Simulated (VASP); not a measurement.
BAs: single point with PBE

Crystal: BAs.

```
B As
1.0
     3.40054    0.00000    0.00000
     0.00000    4.80909    0.00000
     0.00000    0.00000    3.40054
B As
2 2
Direct
  0.00000 0.00000 0.99999
  0.50000 0.50000 0.49999
  0.50000 0.25000 0.99999
  0.00000 0.75000 0.49999
```

- Program: VASP 6.6.1
- Task: single point
- Functional: PBE
- Potentials or basis: VASP PAW PBE potentials, release 64 (B, As)
- Cutoff: 500 eV
- k mesh: 8 × 6 × 8
- Occupations: gaussian, width 0.02 eV
- Spin: no spin polarisation
- Dipole correction: no
- Further INCAR settings: ALGO = Normal; EDIFF = 1e-06; NBANDS = 16

```yaml
Pressure: 0.6 GPa
Band_gap_on_the_k_mesh: 1.20 eV
```

Levels at points of the mesh, in eV from the valence-band top:
```csv
k point,band 6,band 7,band 8,band 9,band 10,band 11
"(0.00, 0.00, 0.00)",0.00,0.00,0.00,1.45,1.46,3.25
"(0.50, 0.00, 0.00)",-4.99,-1.93,-1.93,3.47,3.47,6.04
"(0.00, 0.50, 0.00)",-2.65,-2.65,-2.65,1.66,1.66,4.48
"(0.50, 0.50, 0.00)",-1.79,-1.79,-1.79,2.58,2.58,4.76
"(0.50, 0.00, 0.50)",-4.00,-4.00,-4.00,1.45,1.45,1.46
"(0.50, 0.50, 0.50)",-5.37,-5.08,-5.08,5.24,5.24,5.83
```

Wall time 53 s on 1 thread of Intel Xeon 8259CL, on a shared host, peak memory 0.17 GiB.

A k mesh can miss the band edges.
